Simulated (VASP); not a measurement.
BeAu3, 4 atoms in the cell. The structure is cubic, space group Pm-3m (No. 221). Conventional cell: a = 4.064 Å, b = 4.064 Å, c = 4.064 Å, α = 90.00°, β = 90.00°, γ = 90.00°. Be (site symmetry m-3m) has 12 Au at 2.87 Å within 3.8 Å. Within 3.8 Å of Au (site symmetry 4/mmm) lie 4 Be at 2.87 Å and 8 Au at 2.87 Å. 

- Program: VASP 6.6.1
- Task: single point
- Functional: r2SCAN
- Potentials or basis: VASP PAW PBE potentials, release 64 (Be, Au)
- Cutoff: 520 eV
- k mesh: 6 × 6 × 6
- Occupations: gaussian, width 0.15 eV
- Spin: no spin polarisation
- Dipole correction: no
- Further INCAR settings: ALGO = Normal; EDIFF = 1e-06; NBANDS = 26

Potentials or basis: VASP PAW PBE potentials, release 64 (Be, Au).

Run with:

```console
$ cat potpaw_PBE.64/Be/POTCAR potpaw_PBE.64/Au/POTCAR > POTCAR
$ cp INCAR.step1 INCAR
$ mpirun -np 1 vasp_std > vasp.out
$ cp INCAR.step2 INCAR
$ mpirun -np 1 vasp_std > vasp.out
```

Hardware: 1 thread of Intel(R) Xeon(R) Platinum 8124M CPU @ 3.00GHz (Skylake/Cascade Lake), on a shared host.

**Question.** How long does it take, and how much memory?

**Answer.** It took 97 s on 1 thread of Intel(R) Xeon(R) Platinum 8124M CPU @ 3.00GHz (Skylake/Cascade Lake), with other jobs on the host, peak memory 0.19 GiB. Counts: k points 20.
